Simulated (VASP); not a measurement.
# Ir (Pm-3m) in VASP: notebook, part 2 of 3

VASP 6.6.1.

### Step 3. Single point, r2SCAN

This run uses another cell than the first one, of 16.54 Å³/atom, 1.104 times its volume.

POSCAR reads:

```
Ir
1.0
    2.5476378859      0.0000000000      0.0000000000
    0.0000000000      2.5476378859      0.0000000000
    0.0000000000      0.0000000000      2.5476378859
Ir
1
Direct
    0.0000000000      0.0000000000      0.0000000000
```

INCAR.step1 reads:

```
SYSTEM = Ir
ALGO     = Normal         ! electronic algorithm
EDIFF    = 1E-4           ! SCF threshold, eV
ENCUT    = 520            ! plane-wave cutoff, eV
GGA      = PE             ! functional
ISMEAR   = 0              ! smearing method
LASPH    = .TRUE.         ! aspherical terms in the spheres
LCHARG   = .FALSE.        ! write CHGCAR
LREAL    = .FALSE.        ! projectors in reciprocal space
LWAVE    = .TRUE.         ! write WAVECAR
NBANDS   = 10             ! bands
NELM     = 100            ! most SCF steps
PREC     = Accurate       ! precision mode
SIGMA    = 0.1            ! smearing width, eV
```

INCAR.step2 reads:

```
SYSTEM = Ir
ALGO     = Normal         ! electronic algorithm
EDIFF    = 1E-6           ! SCF threshold, eV
ENCUT    = 520            ! plane-wave cutoff, eV
ISIF     = 2              ! what is computed and relaxed
ISMEAR   = 0              ! smearing method
ISTART   = 1            
LASPH    = .TRUE.         ! aspherical terms in the spheres
LCHARG   = .FALSE.        ! write CHGCAR
LMIXTAU  = .TRUE.       
LREAL    = .FALSE.        ! projectors in reciprocal space
LWAVE    = .FALSE.        ! write WAVECAR
METAGGA  = R2SCAN         ! meta-GGA
NBANDS   = 10             ! bands
NELM     = 100            ! most SCF steps
PREC     = Accurate       ! precision mode
SIGMA    = 0.1            ! smearing width, eV
```

KPOINTS reads:

```
k-points
0
G
  8 8 8
  0 0 0
```

Potentials or basis: VASP PAW PBE potentials, release 64 (Ir).

Launch:

```sh
cat potpaw_PBE.64/Ir/POTCAR > POTCAR
cp INCAR.step1 INCAR
mpirun -np 1 vasp_std > vasp.out
cp INCAR.step2 INCAR
mpirun -np 1 vasp_std > vasp.out
```

OUTCAR:

```text
SYSTEM = Ir
   EDIFF = 1E-6
   ENCUT = 520
   ISIF = 2
   ISMEAR = 0
   ISTART = 1
   LASPH = .TRUE.
   LREAL = .FALSE.
   METAGGA = R2SCAN
   NELM = 100
   PREC = Accurate

 ion  position               nearest neighbor table
   1  0.000  0.000  0.000-

  LATTYP: Found a simple cubic cell.
 ALAT       =     2.5476378859

  Lattice vectors:

 A1 = (   2.5476378859,   0.0000000000,   0.0000000000)
 A2 = (   0.0000000000,   2.5476378859,   0.0000000000)
 A3 = (   0.0000000000,   0.0000000000,   2.5476378859)

Analysis of symmetry for initial positions (statically):
=====================================================================
 Subroutine PRICEL returns:
 Original cell was already a primitive cell.

 Routine SETGRP: Setting up the symmetry group for a
 simple cubic supercell.

 Subroutine GETGRP returns: Found 48 space group operations
 (whereof 48 operations were pure point group operations)
 out of a pool of 48 trial point group operations.

The static configuration has the point symmetry O_h .

Analysis of symmetry for dynamics (positions and initial velocities):
=====================================================================
 Subroutine PRICEL returns:
 Original cell was already a primitive cell.

 Routine SETGRP: Setting up the symmetry group for a
 simple cubic supercell.

 Subroutine GETGRP returns: Found 48 space group operations
 (whereof 48 operations were pure point group operations)
 out of a pool of 48 trial point group operations.

The dynamic configuration has the point symmetry O_h .

 Subroutine INISYM returns: Found 48 space group operations
 (whereof 48 operations are pure point group operations),
 and found     1 'primitive' translations

----------------------------------------------------------------------------------------

                                     Primitive cell

  volume of cell :      16.5353

  direct lattice vectors                    reciprocal lattice vectors
     2.547637886  0.000000000  0.000000000     0.392520462  0.000000000  0.000000000
     0.000000000  2.547637886  0.000000000     0.000000000  0.392520462  0.000000000
     0.000000000  0.000000000  2.547637886     0.000000000  0.000000000  0.392520462

  length of vectors
     2.547637886  2.547637886  2.547637886     0.392520462  0.392520462  0.392520462

  position of ions in fractional coordinates (direct lattice)
     0.000000000  0.000000000  0.000000000

  ion indices of the primitive-cell ions
   primitive index   ion index
                 1           1

----------------------------------------------------------------------------------------

 KPOINTS: k-points

Automatic generation of k-mesh.
 Grid dimensions read from file:
 generate k-points for:    8    8    8

 Generating k-lattice:

  Cartesian coordinates                     Fractional coordinates (reciprocal lattice)
     0.049065058  0.000000000  0.000000000     0.125000000  0.000000000  0.000000000
     0.000000000  0.049065058  0.000000000     0.000000000  0.125000000  0.000000000
     0.000000000  0.000000000  0.049065058     0.000000000  0.000000000  0.125000000

  Length of vectors
     0.049065058  0.049065058  0.049065058

  Shift w.r.t. Gamma in fractional coordinates (k-lattice)
     0.000000000  0.000000000  0.000000000

 Subroutine IBZKPT returns following result:
 ===========================================

 Found     35 irreducible k-points:

 Following reciprocal coordinates:
            Coordinates               Weight
  0.000000  0.000000  0.000000      1.000000
  0.125000  0.000000  0.000000      6.000000
  0.250000  0.000000  0.000000      6.000000
  0.375000  0.000000  0.000000      6.000000
  0.500000  0.000000  0.000000      3.000000
  0.125000  0.125000  0.000000     12.000000
[... 16 lines left out ...]
  0.375000  0.375000  0.125000     24.000000
  0.500000  0.375000  0.125000     24.000000
 [... further k-points ...]
   k-points           NKPTS =     35   k-points in BZ     NKDIM =     35   number of bands    NBANDS=     10
   number of dos      NEDOS =    301   number of ions     NIONS =      1
   total plane-waves  NPLWV =   8000
   dimension x,y,z NGX =    20 NGY =   20 NGZ =   20
   dimension x,y,z NGXF=    40 NGYF=   40 NGZF=   40
   ions per type =               1
   NGX,Y,Z   is equivalent  to a cutoff of  13.05, 13.05, 13.05 a.u.
   NGXF,Y,Z  is equivalent  to a cutoff of  26.10, 26.10, 26.10 a.u.
 SYSTEM =  Ir
   PREC   = accura    normal or accurate (medium, high low for compatibility)
   ISTART =      1    job   : 0-new  1-cont  2-samecut
   ICHARG =      0    charge: 1-file 2-atom 10-const
   ISPIN  =      1    spin polarized calculation?
   LNONCOLLINEAR =      F non collinear calculations
   LSORBIT =      F    spin-orbit coupling
   LASPH  =      T    aspherical Exc in radial PAW
   ENCUT  =  520.0 eV  38.22 Ry    6.18 a.u.   4.74  4.74  4.74*2*pi/ulx,y,z
   NELM   =    100;   NELMIN=  2; NELMDL=  0     # of ELM steps
   EDIFF  = 0.1E-05   stopping-criterion for ELM
   LREAL  =      F    real-space projection
   EDIFFG = 0.1E-04   stopping-criterion for IOM
   NSW    =      0    number of steps for IOM
   IBRION =     -1    ionic relax: 0-MD 1-quasi-New 2-CG
   NFREE  =      0    steps in history (QN), initial steepest desc. (CG)
   ISIF   =      2    stress and relaxation
   ISYM   =      2    0-nonsym 1-usesym 2-fastsym
   POTIM  = 0.5000    time-step for ionic-motion
   TEBEG  =    0.0;   TEEND  =   0.0 temperature during run
   PSTRESS=    0.0 pullay stress
   NELECT =       9.0000    total number of electrons
   NUPDOWN=      -1.0000    fix difference up-down
   EMIN   =  10.00;   EMAX   =-10.00  energy-range for DOS
   EFERMI =   0.00;   METHOD = LEGACY
   ISMEAR =     0;   SIGMA  =   0.10  broadening in eV -4-tet -1-fermi 0-gaus
   EFERMI_NEDOS =   21; number of points for ismear=-14 and -15
   IALGO  =     38    algorithm
   IMIX   =      4    mixing-type and parameters
     AMIX     =   0.40;   BMIX     =  1.00
     AMIX_MAG =   1.60;   BMIX_MAG =  1.00
  volume/ion in A,a.u.               =      16.54       111.59
  Fermi-wavevector in a.u.,A,eV,Ry     =   1.336651  2.525904 24.308651  1.786635
  Thomas-Fermi vector in A             =   2.465261
   LORBIT       =      0    0 simple, 1 ext, 2 COOP (PROOUT), +10 PAW based schemes
   METAGGA = R2SCAN    functional components
   LHFCALC =     F    Hartree Fock is set to
   AEXX    =    0.0000 exact exchange contribution
   IVDW    =     0    specifies the selected vdW correction
   LEPSILON=     F    determine dielectric tensor
   LRPA    =     F    only Hartree local field effects (RPA)
 non-spin polarized calculation
 Gauss-broadening in eV      SIGMA  =   0.10
  energy-cutoff  :      520.00
  volume of cell :       16.54
 maximum number of plane-waves:       466
 NGX is ok and might be reduce to    20
   NGX =  9   NGY =  9   NGZ =  9

 number of electron       9.0000001 magnetization

 Free energy of the ion-electron system (eV)
  ---------------------------------------------------
  ext. energy  EPLUGINS =         0.00000000
  ---------------------------------------------------
  free energy    TOTEN  =       -51.40747506 eV

  energy without entropy =      -51.40075564  energy(sigma->0) =      -51.40411535

 E-fermi :   7.7773     XC(G=0): -13.9327

 val. band max:        7.7531670666   @ k =   0.3750   0.2500   0.0000
 cond. band min:       7.8164793658   @ k =   0.5000   0.2500   0.0000
 fundamental gap:      0.0633122992
 Fermi energy:         7.7773209246

 k-point     1 :       0.0000    0.0000    0.0000
  band No.  band energies     occupation
      1      -1.9590      2.00000
      2       1.2174      2.00000
      3       1.2174      2.00000
      4       9.0051      0.00000
      5       9.0051      0.00000
      6       9.0051      0.00000
      7      24.1616      0.00000
      8      24.1616      0.00000
      9      24.1616      0.00000
     10      30.8203      0.00000

 k-point     2 :       0.1250    0.0000    0.0000
  band No.  band energies     occupation
      1      -1.4694      2.00000
      2       1.3230      2.00000
      3       1.7356      2.00000
      4       8.4674      0.00000
      5       8.4674      0.00000
      6       9.0476      0.00000
      7      21.6003      0.00000
      8      25.0845      0.00000
      9      25.0845      0.00000
     10      30.9482      0.00000
[... 274 lines left out ...]
 k-point    24 :       0.5000    0.3750    0.1250
  band No.  band energies     occupation
      1       1.3711      2.00000
      2       3.3030      2.00000
      3       5.4094      2.00000
      4       5.8430      2.00000
      5       8.8859      0.00000
      6      13.1465      0.00000
      7      14.1922      0.00000
      8      21.9002      0.00000
      9      22.9556      0.00000
     10      29.3899      0.00000

 [... further k-points ...]
[... 5 lines left out ...]
  --------------------------------------------------------------------------------------
  -------------------------------------------------------------------------------------
  Total        0.2004804      0.2004804      0.2004804      0.0000000     -0.0000000      0.0000000
  in kB       19.4253735     19.4253735     19.4253735      0.0000000     -0.0000000      0.0000000
  external PRESSURE =      19.4253735 kB  Pullay stress =       0.0000000 kB

 VOLUME and BASIS-vectors are now :
 -----------------------------------------------------------------------------
  energy-cutoff  :      520.00
  volume of cell :       16.54
      direct lattice vectors                 reciprocal lattice vectors
     2.547637886  0.000000000  0.000000000     0.392520462  0.000000000  0.000000000
     0.000000000  2.547637886  0.000000000     0.000000000  0.392520462  0.000000000
     0.000000000  0.000000000  2.547637886     0.000000000  0.000000000  0.392520462

 POSITION                                       TOTAL-FORCE (eV/Angst)
 -----------------------------------------------------------------------------------
      0.00000      0.00000      0.00000         0.000000      0.000000      0.000000
 -----------------------------------------------------------------------------------
    total drift:                               -0.000000      0.000000     -0.000000

  FREE ENERGIE OF THE ION-ELECTRON SYSTEM (eV)
  ---------------------------------------------------
  free  energy   TOTEN  =       -51.4074750632 eV

  energy  without entropy=      -51.4007556409  energy(sigma->0) =      -51.40411535
```

Wall time 39 s (1 thread of AMD EPYC 7R13, shared host); peak memory 0.1 GiB.

What came out:

```
Free energy : -51.4075 eV
Pressure    : 1.9 GPa
```

Caveat: the PAW data sets were made with another functional, which shifts forces and pressure a little; spin-orbit coupling is left out, which moves the levels of the heavy elements.

### Step 4. Relaxation of cell and atoms, r2SCAN

POSCAR reads:

```
Ir
1.0
    2.4653247458      0.0000000000      0.0000000000
    0.0000000000      2.4653247458      0.0000000000
    0.0000000000      0.0000000000      2.4653247458
Ir
1
Direct
    0.0000000000      0.0000000000      0.0000000000
```

INCAR.step1 reads:

```
SYSTEM = Ir
PREC = Accurate
ENCUT = 600
ISMEAR = 0
SIGMA = 0.1
LREAL = .FALSE.
LASPH = .TRUE.
NELM = 100
GGA = PE
ALGO = Normal
EDIFF = 1E-4
LWAVE = .TRUE.
LCHARG = .FALSE.
```

INCAR.step2 reads:

```
SYSTEM = Ir
PREC = Accurate
ENCUT = 600
EDIFF = 1E-7
ISMEAR = 0
SIGMA = 0.1
LREAL = .FALSE.
LASPH = .TRUE.
NELM = 100
ALGO = Normal
ISIF = 3
LWAVE = .FALSE.
LCHARG = .FALSE.
METAGGA = R2SCAN
LMIXTAU = .TRUE.
IBRION = 2
NSW = 90
EDIFFG = -0.04
ISTART = 1
```

KPOINTS reads:

```
Automatic mesh
0
G
  8 8 8
  0 0 0
```

Launch:

```sh
cat potpaw_PBE.64/Ir/POTCAR > POTCAR
cp INCAR.step1 INCAR
mpirun -np 1 vasp_std > vasp.out
cp INCAR.step2 INCAR
mpirun -np 1 vasp_std > vasp.out
```

Run time: 3.1 min. Hardware: 1 thread of AMD EPYC 7R13, shared host; peak memory 0.11 GiB.

Results (log left out):

* Free energy: -51.4080 eV
* Relaxed volume: 16.66 Å³/atom
* Relaxed cell: a = 2.554 Å, b = 2.554 Å, c = 2.554 Å, α = 90.00°, β = 90.00°, γ = 90.00°
* Space group after relaxing (to 0.05 Å): Pm-3m (No. 221)
* Energy gained by relaxing: 173.2 meV/atom
* Ionic steps: 5
* Pressure after relaxing: 0.0 GPa

Step by step:
| step | energy change (eV) | largest force (eV/Å) | pressure (GPa) | volume (Å³) |
| --- | --- | --- | --- | --- |
| 1 | 0.0000 | 0.0000 | 36.84 | 14.98 |
| 2 | 1.0582 | 0.0000 | -38.07 | 23.77 |
| 3 | -0.1690 | 0.0000 | -4.46 | 16.95 |
| 4 | -0.1731 | 0.0000 | -0.73 | 16.70 |
| 5 | -0.1732 | 0.0000 | -0.01 | 16.66 |

Final structure:
```xyz
1
Lattice="2.5538 0.0000 0.0000 0.0000 2.5538 0.0000 0.0000 0.0000 2.5538" Properties=species:S:1:pos:R:3 pbc="T T T"
Ir    0.0000    0.0000    0.0000
```

Levels at points of the mesh, in eV from the Fermi level:
```csv
k point,band 1,band 2,band 3,band 4,band 5,band 6,band 7,band 8
"(0.00, 0.00, 0.00)",-9.67,-6.49,-6.49,1.21,1.21,1.21,16.34,16.34
"(0.50, 0.00, 0.00)",-6.64,-5.73,-1.72,-1.72,-0.93,1.50,6.17,17.15
"(0.50, 0.50, 0.00)",-6.91,-5.13,-1.17,-1.17,3.44,4.68,4.68,11.97
"(0.50, 0.50, 0.50)",-5.64,-5.64,-5.64,3.64,3.64,9.93,11.24,11.24
```

Caveat: the PAW data sets were made with another functional, which shifts forces and pressure a little; spin-orbit coupling is left out, which moves the levels of the heavy elements.

(Continued in part 3 of 3.)
